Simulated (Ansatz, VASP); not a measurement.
Two plane-wave programs on RuWO4

```
O Ru W
1.0
     0.03130   -4.83551    2.85120
    -4.83532    0.03132    2.85121
    -4.80170   -4.80192   -2.84738
O Ru W
12 3 3
Direct
  0.23989 0.23980 0.47665
  0.56923 0.56915 0.14622
  0.90633 0.90626 0.80631
  0.09727 0.09709 0.18594
  0.42664 0.42647 0.85551
  0.76019 0.76000 0.52589
  0.64072 0.02564 0.16614
  0.95367 0.37445 0.83548
  0.29207 0.71268 0.49672
  0.02574 0.64057 0.16609
  0.37456 0.95353 0.83543
  0.71279 0.29191 0.49667
  0.33325 0.33313 0.16612
  0.66627 0.66615 0.83605
  0.00023 0.00009 0.49611
  0.33315 0.33303 0.66620
  0.65577 0.65565 0.34502
  0.01079 0.01067 0.98709
```

Alike in both runs: functional PBE; k mesh 4 × 4 × 3; occupations gaussian, width 0.1 eV; no spin polarisation.

Ansatz relaxed the structure, and its values are those at the end. VASP's run is a single point on that final structure, the one shown.

|  | VASP | Ansatz |
| --- | --- | --- |
| version | VASP 6.6.1 | Ansatz 0.2.0 |
| potentials or method | VASP PAW PBE potentials, release 64 (O, Ru_pv, W_sv), cutoff 520 eV | scalar-relativistic, plane waves, PAW |
| valence electrons in the cell | 156 | 162 |

|  | VASP | Ansatz | Ansatz less VASP |
| --- | --- | --- | --- |
| gap on the k mesh at the Fermi level (eV) | none | none | - |
| pressure (GPa) | 1.3 | 0.0 | -1.29 |
| rms of the force components (eV/Å) | 0.069 | 0.003 | -0.0654 |

A gap of «none» marks a metal or a gap that the smearing closes. VASP's potentials hold 156 valence electrons a cell and Ansatz's 162, so a difference there can come from the potentials and not from the codes.

Spin-orbit coupling is off throughout.
